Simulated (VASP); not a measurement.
# LiSb3 (Fm-3m) in VASP: further runs, part 2 of 2

VASP 6.6.1. Earlier steps stand in the parts before.

### 3 Relaxation of cell and atoms, PBE, target pressure 30 GPa, at which the enthalpy is minimised

Input file INCAR:

```
SYSTEM = LiSb3
PREC = Accurate
ENCUT = 750
EDIFF = 1E-7
ISMEAR = 1
SIGMA = 0.02
LREAL = .False.
LASPH = .True.
NELM = 120
ALGO = Normal
ISIF = 3
LWAVE = .False.
LCHARG = .False.
GGA = PE
IBRION = 2
NSW = 80
EDIFFG = -0.01
PSTRESS = 300.0
GGA_COMPAT = .False.
NELMIN = 4
```

Input file KPOINTS:

```
regular mesh
0
Gamma
  5 5 5
  0 0 0
```

Input file POSCAR:

```
LiSb3
1.0
    0.0000000000      3.7150000000      3.7150000000
    3.7150000000      0.0000000000      3.7150000000
    3.7150000000      3.7150000000      0.0000000000
Li Sb
1 3
Direct
    0.0000000000      0.0000000000      0.0000000000
    0.5000000000      0.5000000000      0.5000000000
    0.2500000000      0.2500000000      0.2500000000
    0.7500000000      0.7500000000      0.7500000000
```

Potentials or basis: VASP PAW PBE potentials, release 64 (Li_sv, Sb).

The run is started by

```console
cat potpaw_PBE.64/Li_sv/POTCAR potpaw_PBE.64/Sb/POTCAR > POTCAR
mpirun -np 1 vasp_std > vasp.out
```

OUTCAR:

```text
SYSTEM = LiSb3
   PREC = Accurate
   ENCUT = 750
   EDIFF = 1E-7
   ISMEAR = 1
   LREAL = .False.
   LASPH = .True.
   NELM = 120
   ISIF = 3
   GGA = PE
   IBRION = 2
   NSW = 80
   EDIFFG = -0.01
   PSTRESS = 300.0
   NELMIN = 4

 ion  position               nearest neighbor table
   1  0.000  0.000  0.000-
   2  0.500  0.500  0.500-   3 3.22   3 3.22   3 3.22   3 3.22   4 3.22   4 3.22   4 3.22   4 3.22

   3  0.250  0.250  0.250-   2 3.22   2 3.22   2 3.22   2 3.22   4 3.71   4 3.71   4 3.71   4 3.71
                             4 3.71   4 3.71
   4  0.750  0.750  0.750-   2 3.22   2 3.22   2 3.22   2 3.22   3 3.71   3 3.71   3 3.71   3 3.71
                             3 3.71   3 3.71

  LATTYP: Found a face centered cubic cell.
 ALAT       =     7.4300000000

  Lattice vectors:

 A1 = (   0.0000000000,   3.7150000000,   3.7150000000)
 A2 = (   3.7150000000,   0.0000000000,   3.7150000000)
 A3 = (   3.7150000000,   3.7150000000,   0.0000000000)

Analysis of symmetry for initial positions (statically):
=====================================================================
 Subroutine PRICEL returns:
 Original cell was already a primitive cell.

 Routine SETGRP: Setting up the symmetry group for a
 face centered cubic supercell.

 Subroutine GETGRP returns: Found 48 space group operations
 (whereof 48 operations were pure point group operations)
 out of a pool of 48 trial point group operations.

The static configuration has the point symmetry O_h .

Analysis of symmetry for dynamics (positions and initial velocities):
=====================================================================
 Subroutine PRICEL returns:
 Original cell was already a primitive cell.

 Routine SETGRP: Setting up the symmetry group for a
 face centered cubic supercell.

 Subroutine GETGRP returns: Found 48 space group operations
 (whereof 48 operations were pure point group operations)
 out of a pool of 48 trial point group operations.

The dynamic configuration has the point symmetry O_h .

 Subroutine INISYM returns: Found 48 space group operations
 (whereof 48 operations are pure point group operations),
 and found     1 'primitive' translations

----------------------------------------------------------------------------------------

                                     Primitive cell

  volume of cell :     102.5431

  direct lattice vectors                    reciprocal lattice vectors
     0.000000000  3.715000000  3.715000000    -0.134589502  0.134589502  0.134589502
     3.715000000  0.000000000  3.715000000     0.134589502 -0.134589502  0.134589502
     3.715000000  3.715000000  0.000000000     0.134589502  0.134589502 -0.134589502

  length of vectors
     5.253803384  5.253803384  5.253803384     0.233115856  0.233115856  0.233115856

  position of ions in fractional coordinates (direct lattice)
     0.000000000  0.000000000  0.000000000
     0.500000000  0.500000000  0.500000000
     0.250000000  0.250000000  0.250000000
     0.750000000  0.750000000  0.750000000

  ion indices of the primitive-cell ions
   primitive index   ion index
                 1           1
                 2           2
                 3           3
                 4           4

----------------------------------------------------------------------------------------

 KPOINTS: regular mesh

Automatic generation of k-mesh.
 Grid dimensions read from file:
 generate k-points for:    5    5    5

 Generating k-lattice:

  Cartesian coordinates                     Fractional coordinates (reciprocal lattice)
    -0.026917900  0.026917900  0.026917900     0.200000000  0.000000000  0.000000000
     0.026917900 -0.026917900  0.026917900     0.000000000  0.200000000  0.000000000
     0.026917900  0.026917900 -0.026917900     0.000000000  0.000000000  0.200000000

  Length of vectors
     0.046623171  0.046623171  0.046623171

  Shift w.r.t. Gamma in fractional coordinates (k-lattice)
     0.000000000  0.000000000  0.000000000

 Subroutine IBZKPT returns following result:
 ===========================================

 Found     10 irreducible k-points:

 Following reciprocal coordinates:
            Coordinates               Weight
  0.000000  0.000000  0.000000      1.000000
  0.200000  0.000000  0.000000      8.000000
  0.400000  0.000000  0.000000      8.000000
  0.200000  0.200000  0.000000      6.000000
  0.400000  0.200000  0.000000     24.000000
 -0.400000  0.200000  0.000000     24.000000
 -0.200000  0.200000  0.000000     12.000000
  0.400000  0.400000  0.000000      6.000000
 -0.400000  0.400000  0.000000     12.000000
 -0.400000  0.400000  0.200000     24.000000
   k-points           NKPTS =     10   k-points in BZ     NKDIM =     10   number of bands    NBANDS=     13
   number of dos      NEDOS =    301   number of ions     NIONS =      4
   total plane-waves  NPLWV = 110592
   dimension x,y,z NGX =    48 NGY =   48 NGZ =   48
   dimension x,y,z NGXF=    96 NGYF=   96 NGZF=   96
   ions per type =               1   3
   NGX,Y,Z   is equivalent  to a cutoff of  15.19, 15.19, 15.19 a.u.
   NGXF,Y,Z  is equivalent  to a cutoff of  30.38, 30.38, 30.38 a.u.
 SYSTEM =  LiSb3
   PREC   = accura    normal or accurate (medium, high low for compatibility)
   ISTART =      0    job   : 0-new  1-cont  2-samecut
   ICHARG =      2    charge: 1-file 2-atom 10-const
   ISPIN  =      1    spin polarized calculation?
   LNONCOLLINEAR =      F non collinear calculations
   LSORBIT =      F    spin-orbit coupling
   LASPH  =      T    aspherical Exc in radial PAW
   ENCUT  =  750.0 eV  55.12 Ry    7.42 a.u.  11.73 11.73 11.73*2*pi/ulx,y,z
   NELM   =    120;   NELMIN=  4; NELMDL= -5     # of ELM steps
   EDIFF  = 0.1E-06   stopping-criterion for ELM
   LREAL  =      F    real-space projection
   EDIFFG = -.1E-01   stopping-criterion for IOM
   NSW    =     80    number of steps for IOM
   IBRION =      2    ionic relax: 0-MD 1-quasi-New 2-CG
   NFREE  =      1    steps in history (QN), initial steepest desc. (CG)
   ISIF   =      3    stress and relaxation
   ISYM   =      2    0-nonsym 1-usesym 2-fastsym
   POTIM  = 0.5000    time-step for ionic-motion
   TEBEG  =    0.0;   TEEND  =   0.0 temperature during run
   PSTRESS=  300.0 pullay stress
   NELECT =      18.0000    total number of electrons
   NUPDOWN=      -1.0000    fix difference up-down
   EMIN   =  10.00;   EMAX   =-10.00  energy-range for DOS
   EFERMI =   0.00;   METHOD = LEGACY
   ISMEAR =     1;   SIGMA  =   0.02  broadening in eV -4-tet -1-fermi 0-gaus
   EFERMI_NEDOS =   21; number of points for ismear=-14 and -15
   IALGO  =     38    algorithm
   IMIX   =      4    mixing-type and parameters
     AMIX     =   0.40;   BMIX     =  1.00
     AMIX_MAG =   1.60;   BMIX_MAG =  1.00
  volume/ion in A,a.u.               =      25.64       173.00
  Fermi-wavevector in a.u.,A,eV,Ry     =   0.916636  1.732191 11.431905  0.840221
  Thomas-Fermi vector in A             =   2.041514
   LORBIT       =      0    0 simple, 1 ext, 2 COOP (PROOUT), +10 PAW based schemes
   GGA     = PE    functional components
   LHFCALC =     F    Hartree Fock is set to
   AEXX    =    0.0000 exact exchange contribution
   IVDW    =     0    specifies the selected vdW correction
   LEPSILON=     F    determine dielectric tensor
   LRPA    =     F    only Hartree local field effects (RPA)
 conjugate gradient relaxation of ions
 non-spin polarized calculation
 Methfessel and Paxton  Order N= 1 SIGMA  =   0.02
  energy-cutoff  :      750.00
  volume of cell :      102.54
 maximum number of plane-waves:      4813
   NGX = 23   NGY = 23   NGZ = 23

--------------------------------------- Ionic step        1  -------------------------------------------

 number of electron      17.9999997 magnetization

 Free energy of the ion-electron system (eV)
  ---------------------------------------------------
  ext. energy  EPLUGINS =         0.00000000
  ---------------------------------------------------
  free energy    TOTEN  =       -14.18719941 eV

  energy without entropy =      -14.18679659  energy(sigma->0) =      -14.18706514

 E-fermi :   6.7939     XC(G=0):  -9.5107

 val. band max:        6.6216179361   @ k =   0.4000   0.2000   0.0000
 cond. band min:       6.8041063736   @ k =  -0.4000   0.2000   0.0000
 fundamental gap:      0.1824884375
 Fermi energy:         6.7939264036

 k-point     1 :       0.0000    0.0000    0.0000
  band No.  band energies     occupation
      1     -40.3027      2.00000
      2      -5.3885      2.00000
      3      -0.6797      2.00000
      4       0.5408      2.00000
      5       4.3552      2.00000
      6       4.3552      2.00000
      7       4.3552      2.00000
      8       4.4453      2.00000
      9       4.4453      2.00000
     10       4.4453      2.00000
     11       7.3489      0.00000
     12       7.3489      0.00000
     13       7.3489      0.00000
[... 299 lines left out ...]
  enthalpy is  TOTEN    =         1.9057492502 eV   P V=       14.2767980849

--------------------------------------- Ionic step        5  -------------------------------------------

 number of electron      18.0000000 magnetization

 Free energy of the ion-electron system (eV)
  ---------------------------------------------------
  ext. energy  EPLUGINS =         0.00000000
  ---------------------------------------------------
  free energy    TOTEN  =       -12.19715211 eV

  energy without entropy =      -12.19616209  energy(sigma->0) =      -12.19682210

 E-fermi :  10.6472     XC(G=0): -10.8434

 val. band max:       10.6442132214   @ k =   0.4000   0.2000   0.0000
 cond. band min:      10.7741971623   @ k =  -0.4000   0.2000   0.0000
 fundamental gap:      0.1299839408
 Fermi energy:        10.6471768567

 k-point     1 :       0.0000    0.0000    0.0000
  band No.  band energies     occupation
      1     -36.0281      2.00000
      2      -3.9354      2.00000
      3       3.6771      2.00000
      4       5.7228      2.00000
      5       7.2077      2.00000
      6       7.2077      2.00000
      7       7.2077      2.00000
      8       7.4804      2.00000
      9       7.4804      2.00000
     10       7.4804      2.00000
     11      10.8841     -0.00000
     12      10.8841     -0.00000
     13      10.8841     -0.00000
[... 173 lines left out ...]
  FREE ENERGIE OF THE ION-ELECTRON SYSTEM (eV)
  ---------------------------------------------------
  free  energy   TOTEN  =       -12.1971521109 eV

  energy  without entropy=      -12.1961620931  energy(sigma->0) =      -12.19682210

  enthalpy is  TOTEN    =         1.8996749308 eV   P V=       14.0968270417

 reached required accuracy - stopping structural energy minimisation
```

OSZICAR:

```text
N       E                     dE             d eps       ncg     rms          rms(c)
DAV:   1     0.945005293159E+02    0.94501E+02   -0.72108E+03   260   0.151E+03
DAV:   2    -0.621512549871E+01   -0.10072E+03   -0.97206E+02   305   0.220E+02
DAV:   3    -0.137795512548E+02   -0.75644E+01   -0.74036E+01   363   0.579E+01
[... 56 lines left out ...]
DAV:   5    -0.121971532166E+02    0.38354E-05   -0.65849E-06   343   0.171E-02    0.551E-03
DAV:   6    -0.121971527819E+02    0.43470E-06   -0.14660E-06   346   0.748E-03    0.258E-03
DAV:   7    -0.121971524383E+02    0.34360E-06   -0.62098E-08   130   0.180E-03    0.111E-03
DAV:   8    -0.121971521845E+02    0.25377E-06   -0.11849E-08   130   0.885E-04    0.210E-04
DAV:   9    -0.121971521109E+02    0.73596E-07   -0.45100E-09   130   0.597E-04
   5 F= 0.18996749E+01 E0= 0.19000049E+01  d E =-.311383E+01
```

It took 5.5 min on 1 thread of Intel Xeon 8259CL, shared host; peak memory 0.35 GiB.

Results:

```yaml
Free_energy: -12.1972 eV
Relaxed_volume: 18.82 Å³/atom
Relaxed_cell: a = 4.740 Å, b = 4.740 Å, c = 4.740 Å, α = 60.00°, β = 60.00°, γ = 60.00°
Space_group_after_relaxing_to_0.1_Å: Fm-3m (No. 225)
Energy_change_on_relaxing_the_run_minimises_the_enthalpy: +497.5 meV/atom
Ionic_steps: 5
Pressure_after_relaxing: 30.0 GPa
Band_gap_on_the_k_mesh: zero (bands 9 and 10 overlap by 4.27 eV)
```

Step by step:
```tsv
step	energy change (eV)	largest force (eV/Å)	pressure (GPa)	volume (Å³)
1	0.0000	0.0000	0.41	102.54
2	17.8991	0.0000	210.79	47.11
3	1.5452	0.0000	24.72	77.90
4	1.8162	0.0000	27.98	76.25
5	1.9900	0.0000	30.03	75.29
```

Final structure:
```yaml
crystal:
  lattice:
    - [0.00000, 3.35140, 3.35140]
    - [3.35140, 0.00000, 3.35140]
    - [3.35140, 3.35140, 0.00000]
  atoms:
    - { symbol: Li, position: [0.00000, 0.00000, 0.00000] }
    - { symbol: Sb, position: [0.50000, 0.50000, 0.50000] }
    - { symbol: Sb, position: [0.25000, 0.25000, 0.25000] }
    - { symbol: Sb, position: [0.75000, 0.75000, 0.75000] }
```

Caveat: the cell is relaxed towards a set pressure, so the run minimises the enthalpy, not the energy; the volume moved by over 15 % at a fixed basis, so the end points are rough; spin-orbit coupling is left out, which moves the levels of the heavy elements.

The gap in the log of VASP goes by the Fermi energy; the results here count the filled bands.